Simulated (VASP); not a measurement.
# MoS2 (P6_3/mmc) in VASP: single point with PBE

Aim: the single point of MoS2 with PBE.

Everything below comes from runs of VASP 6.6.1. Logs are shortened: lines on timing, memory, paths and dates and some standing lists are left out, and cuts for length are marked.

**1. The cell of the first run**

The structure is hexagonal, space group P6_3/mmc (No. 194). The conventional cell has a = 3.173 Å, b = 3.173 Å, c = 12.436 Å, α = 90.00°, β = 90.00°, γ = 120.00°. Within 3.2 Å of Mo (site symmetry -6m2) lie 6 S at 2.40 Å and 6 Mo at 3.17 Å. S (site symmetry 3m) has 3 Mo at 2.40 Å and 7 S at 3.11 to 3.17 Å within 3.2 Å.

**2. Single point, PBE, non-collinear spin, zero start, spin-orbit coupling**

The input, INCAR:

```
SYSTEM = MoS2
  ALGO = Normal
  EDIFF = 1E-6
  ENCUT = 520
  GGA = PE
  GGA_COMPAT = .FALSE.
  ISIF = 2
  ISMEAR = -1
  LASPH = .TRUE.
  LCHARG = .FALSE.
  LMAXMIX = 4
  LORBIT = 11
  LORBMOM = .TRUE.
  LREAL = .FALSE.
  LSORBIT = .TRUE.
  LWAVE = .FALSE.
  MAGMOM = 0 0 0 0 0 0 0 0 0 0 0 0 0 0 0 0 0 0
  NBANDS = 68
  NELM = 150
  PREC = Accurate
  SIGMA = 0.02
```

The input, KPOINTS:

```
k-points
0
G
  12 12 2
  0 0 0
```

The input, POSCAR:

```
MoS2
1.0
    3.1730295620      0.0000000000      0.0000000000
   -1.5865147810      2.7479242076      0.0000000000
    0.0000000000      0.0000000000     12.4357317875
Mo S
2 4
Direct
    0.6666666667      0.3333333333      0.2500015202
    0.3333333333      0.6666666667      0.7499984798
    0.3333333333      0.6666666667      0.3751025717
    0.6666666667      0.3333333333      0.8750994933
    0.3333333333      0.6666666667      0.1249005067
    0.6666666667      0.3333333333      0.6248974283
```

Potentials or basis: VASP PAW PBE potentials, release 64 (Mo_sv, S).

Run with:

```
> cat potpaw_PBE.64/Mo_sv/POTCAR potpaw_PBE.64/S/POTCAR > POTCAR
> mpirun -np 1 vasp_ncl > vasp.out
```

OUTCAR:

```text
SYSTEM = MoS2
   EDIFF = 1E-6
   ENCUT = 520
   GGA = PE
   ISIF = 2
   ISMEAR = -1
   LASPH = .TRUE.
   LORBIT = 11
   LREAL = .FALSE.
   LSORBIT = .TRUE.
   NELM = 150
   PREC = Accurate

 ion  position               nearest neighbor table
   1  0.667  0.333  0.250-   5 2.40   5 2.40   5 2.40   3 2.40   3 2.40   3 2.40
   2  0.333  0.667  0.750-   4 2.40   4 2.40   4 2.40   6 2.40   6 2.40   6 2.40
   3  0.333  0.667  0.375-   1 2.40   1 2.40   1 2.40
   4  0.667  0.333  0.875-   2 2.40   2 2.40   2 2.40
   5  0.333  0.667  0.125-   1 2.40   1 2.40   1 2.40
   6  0.667  0.333  0.625-   2 2.40   2 2.40   2 2.40

  LATTYP: Found a hexagonal cell.
 ALAT       =     3.1730295620
 C/A-ratio  =     3.9191982125

  Lattice vectors:

 A1 = (   3.1730295620,   0.0000000000,   0.0000000000)
 A2 = (  -1.5865147810,   2.7479242076,   0.0000000000)
 A3 = (   0.0000000000,   0.0000000000,  12.4357317875)

Analysis of symmetry for initial positions (statically):
=====================================================================
 Subroutine PRICEL returns:
 Original cell was already a primitive cell.

 Routine SETGRP: Setting up the symmetry group for a
 hexagonal supercell.

 Subroutine GETGRP returns: Found 24 space group operations
 (whereof 12 operations were pure point group operations)
 out of a pool of 24 trial point group operations.

The static configuration has the point symmetry D_3d.
 The point group associated with its full space group is D_6h.

Analysis of symmetry for dynamics (positions and initial velocities):
=====================================================================
 Subroutine PRICEL returns:
 Original cell was already a primitive cell.

 Routine SETGRP: Setting up the symmetry group for a
 hexagonal supercell.

 Subroutine GETGRP returns: Found 24 space group operations
 (whereof 12 operations were pure point group operations)
 out of a pool of 24 trial point group operations.

The dynamic configuration has the point symmetry D_3d.
 The point group associated with its full space group is D_6h.

Analysis of structural, dynamic, and magnetic symmetry:
=====================================================================
 Subroutine PRICEL returns:
 Original cell was already a primitive cell.

 Routine SETGRP: Setting up the symmetry group for a
 hexagonal supercell.

 Subroutine GETGRP returns: Found 24 space group operations
 (whereof 12 operations were pure point group operations)
 out of a pool of 24 trial point group operations.

The overall configuration has the point symmetry D_3d.
[... 1818 lines left out ...]
  1         0.000   0.000   0.000
  2         0.000   0.000   0.000
  3         0.000   0.000   0.000
  4        -0.000   0.000  -0.000
  5        -0.000   0.000  -0.000
  6         0.000   0.000   0.000
 ----------------------------------------
           -0.000   0.000  -0.000

 orbital moment (y)

 # of ion     p       d       tot
 ----------------------------------------
  1         0.000  -0.000  -0.000
  2         0.000   0.000   0.000
  3         0.000   0.000   0.000
  4        -0.000   0.000  -0.000
  5        -0.000   0.000  -0.000
  6         0.000   0.000   0.000
 ----------------------------------------
           -0.000   0.000  -0.000

 orbital moment (z)

 # of ion     p       d       tot
 ----------------------------------------
  1         0.000   0.000   0.000
  2         0.000  -0.000  -0.000
  3         0.000   0.000   0.000
  4         0.000   0.000   0.000
  5         0.000   0.000   0.000
  6         0.000   0.000   0.000
 ----------------------------------------
            0.000  -0.000  -0.000

 Spin-Orbit-Coupling matrix elements

 Ion:    1  E_soc:     -0.1919375
 l=   1
     0.0000000    -0.0294222    -0.0294537
    -0.0294222     0.0000000    -0.0294222
    -0.0294537    -0.0294222     0.0000000
 l=   2
     0.0000000    -0.0004838     0.0000000    -0.0004838    -0.0021571
    -0.0004838     0.0000000    -0.0015859    -0.0004065    -0.0004838
     0.0000000    -0.0015859     0.0000000    -0.0015859     0.0000000
    -0.0004838    -0.0004065    -0.0015859     0.0000000    -0.0004838
    -0.0021571    -0.0004838     0.0000000    -0.0004838     0.0000000
 l=   3
     0.0000000     0.0000000     0.0000000     0.0000000     0.0000000     0.0000000     0.0000000
     0.0000000     0.0000000     0.0000000     0.0000000     0.0000000     0.0000000     0.0000000
     0.0000000     0.0000000     0.0000000     0.0000000     0.0000000     0.0000000     0.0000000
     0.0000000     0.0000000     0.0000000     0.0000000     0.0000000     0.0000000     0.0000000
[... 89 lines left out ...]
 l=   2
     0.0000000     0.0000000     0.0000000     0.0000000     0.0000000
     0.0000000     0.0000000     0.0000000     0.0000000     0.0000000
     0.0000000     0.0000000     0.0000000     0.0000000     0.0000000
     0.0000000     0.0000000     0.0000000     0.0000000     0.0000000
     0.0000000     0.0000000     0.0000000     0.0000000     0.0000000
 l=   3
     0.0000000     0.0000000     0.0000000     0.0000000     0.0000000     0.0000000     0.0000000
     0.0000000     0.0000000     0.0000000     0.0000000     0.0000000     0.0000000     0.0000000
     0.0000000     0.0000000     0.0000000     0.0000000     0.0000000     0.0000000     0.0000000
     0.0000000     0.0000000     0.0000000     0.0000000     0.0000000     0.0000000     0.0000000
     0.0000000     0.0000000     0.0000000     0.0000000     0.0000000     0.0000000     0.0000000
     0.0000000     0.0000000     0.0000000     0.0000000     0.0000000     0.0000000     0.0000000
     0.0000000     0.0000000     0.0000000     0.0000000     0.0000000     0.0000000     0.0000000

 total charge

# of ion       s       p       d       tot
------------------------------------------
    1        2.292   6.223   3.951  12.466
    2        2.292   6.223   3.951  12.466
    3        1.364   2.342   0.000   3.706
    4        1.364   2.342   0.000   3.706
    5        1.364   2.342   0.000   3.706
    6        1.364   2.342   0.000   3.706
--------------------------------------------------
tot         10.041  21.813   7.902  39.756

 magnetization (x)

# of ion       s       p       d       tot
------------------------------------------
    1       -0.000   0.000  -0.000  -0.000
    2       -0.000   0.000   0.000   0.000
    3        0.000   0.000   0.000   0.000
    4        0.000   0.000   0.000   0.000
    5        0.000  -0.000   0.000  -0.000
    6       -0.000   0.000   0.000   0.000
--------------------------------------------------
tot         -0.000   0.000   0.000   0.000

 magnetization (y)

# of ion       s       p       d       tot
------------------------------------------
    1        0.000   0.000   0.000   0.000
    2        0.000   0.000  -0.000  -0.000
    3        0.000   0.000   0.000   0.000
    4        0.000   0.000   0.000   0.000
    5        0.000   0.000   0.000   0.000
    6        0.000   0.000   0.000   0.000
--------------------------------------------------
tot          0.000   0.000  -0.000   0.000

 magnetization (z)

# of ion       s       p       d       tot
------------------------------------------
    1        0.000   0.000   0.000   0.000
    2        0.000   0.000   0.000   0.000
    3        0.000   0.000   0.000   0.000
    4        0.000   0.000   0.000   0.000
    5        0.000   0.000   0.000   0.000
    6        0.000   0.000   0.000   0.000
--------------------------------------------------
tot          0.000   0.000   0.000   0.000
```

OSZICAR:

```text
N       E                     dE             d eps       ncg     rms          rms(c)
DAV:   1     0.477329040118E+03    0.47733E+03   -0.28893E+04  5624   0.145E+03
DAV:   2    -0.189279166316E+02   -0.49626E+03   -0.47850E+03  6216   0.383E+02
DAV:   3    -0.461311049997E+02   -0.27203E+02   -0.26651E+02  6304   0.829E+01
DAV:   4    -0.467724047861E+02   -0.64130E+00   -0.63656E+00  6228   0.124E+01
DAV:   5    -0.467863807290E+02   -0.13976E-01   -0.13962E-01  5980   0.184E+00    0.345E+01
DAV:   6    -0.446051696243E+02    0.21812E+01   -0.12641E+01  5420   0.233E+01    0.129E+01
DAV:   7    -0.441846018254E+02    0.42057E+00   -0.54192E+00  5432   0.151E+01    0.826E+00
DAV:   8    -0.438272385749E+02    0.35736E+00   -0.83520E-01  5384   0.629E+00    0.297E+00
DAV:   9    -0.438374535494E+02   -0.10215E-01   -0.11020E-01  5796   0.168E+00    0.129E+00
DAV:  10    -0.438291268665E+02    0.83267E-02   -0.25860E-02  5336   0.114E+00    0.443E-01
DAV:  11    -0.438296096561E+02   -0.48279E-03   -0.24243E-03  5944   0.255E-01    0.237E-01
DAV:  12    -0.438293827485E+02    0.22691E-03   -0.69996E-04  5368   0.164E-01    0.557E-02
DAV:  13    -0.438293779113E+02    0.48372E-05   -0.71325E-05  5924   0.404E-02    0.348E-02
DAV:  14    -0.438293873679E+02   -0.94566E-05   -0.17745E-05  5420   0.214E-02    0.113E-02
DAV:  15    -0.438293893323E+02   -0.19644E-05   -0.97499E-07  4100   0.502E-03    0.895E-03
DAV:  16    -0.438293907057E+02   -0.13734E-05   -0.15975E-06  4180   0.681E-03    0.340E-03
DAV:  17    -0.438293911242E+02   -0.41848E-06   -0.33227E-07  2672   0.345E-03
   1 F= -.43829391E+02 E0= -.43829391E+02  d E =-.103126E-11  mag=    -0.0000    -0.0000     0.0000
```

stdout:

```text
POSCAR found type information on POSCAR MoS
 POSCAR found :  2 types and       6 ions
 scaLAPACK will be used
 LDA part: xc-table for (Slater+PW92), standard interpolation
 POSCAR, INCAR and KPOINTS ok, starting setup
 FFT: planning ... GRIDC
 FFT: planning ... GRID_SOFT
 FFT: planning ... GRID
 WAVECAR not read
 entering main loop
```

Wall time 5.7 min (1 thread of Intel Xeon 6975P-C (Granite Rapids), shared host); peak memory 0.66 GiB.

Results:

* Free energy: -43.8294 eV
* Pressure: 2.3 GPa
* Largest force: 0.100 eV/Å
* Net moment: 0.00 μB per cell
* Valence electrons inside the program's atomic spheres: Mo 12.47; S 3.71

Forces in eV/Å, atoms in the order of the input:
```
Mo   0.000  0.000  0.000
Mo   0.000  0.000  0.000
S    0.000  0.000  0.100
S    0.000  0.000  0.100
S    0.000  0.000 -0.100
S    0.000  0.000 -0.100
```

Moments on the atoms (μB; x, y, z):
```
Mo  0.00 0.00 0.00
Mo  0.00 0.00 0.00
S   0.00 0.00 0.00
S   0.00 0.00 0.00
S   0.00 0.00 0.00
S   0.00 0.00 0.00
```

Caveat: this functional lacks dispersion, which binds layers or chains, so the pressure and a relaxed spacing across them are unreliable.
